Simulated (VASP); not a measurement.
Input of a VASP 6.6.1 run:

Contents of INCAR:

```
PREC     = Accurate       # precision mode
ENCUT    = 520            # plane-wave cutoff, eV
EDIFF    = 1E-6           # SCF threshold, eV
ISMEAR   = 0              # smearing method
SIGMA    = 0.15           # smearing width, eV
LREAL    = False          # projectors in reciprocal space
LASPH    = True           # aspherical terms in the spheres
NELM     = 80             # most SCF steps
ALGO     = Fast           # electronic algorithm
ISIF     = 2              # what is computed and relaxed
LWAVE    = False          # write WAVECAR
LCHARG   = False          # write CHGCAR
GGA      = PE             # functional
NBANDS   = 11             # bands
```

File KPOINTS:

```
regular mesh
0
Gamma
  26 26 26
```

POSCAR

```
Pt
1.0
    0.0000000000      2.0346814308      2.0843078071
    2.0346814308      0.0000000000      2.0843078071
    2.0346814308      2.0346814308      0.0000000000
Pt
1
Direct
    0.0000000000      0.0000000000      0.0000000000
```

Potentials or basis: VASP PAW PBE potentials, release 64 (Pt).

The run is started by

```console
$ cat potpaw_PBE.64/Pt/POTCAR > POTCAR
$ mpirun -np 1 vasp_std > vasp.out
```

Problem. What does it give for the pressure?

Solution. -18.7 GPa.

Problem. What does it give for the band gap on the k mesh?

Solution. Zero (band 5 reaches 9.32 eV, above the bottom of band 6 at 7.47 eV).

Stress tensor (GPa, compression positive):
```
-18.24   0.00   0.00
  0.00 -18.24   0.00
  0.00   0.00 -19.70
```

Caveat: the cell differs from its parent crystal (strain +0.025 along x and y, +0.050 along z); spin-orbit coupling is left out, which moves the levels of the heavy elements.
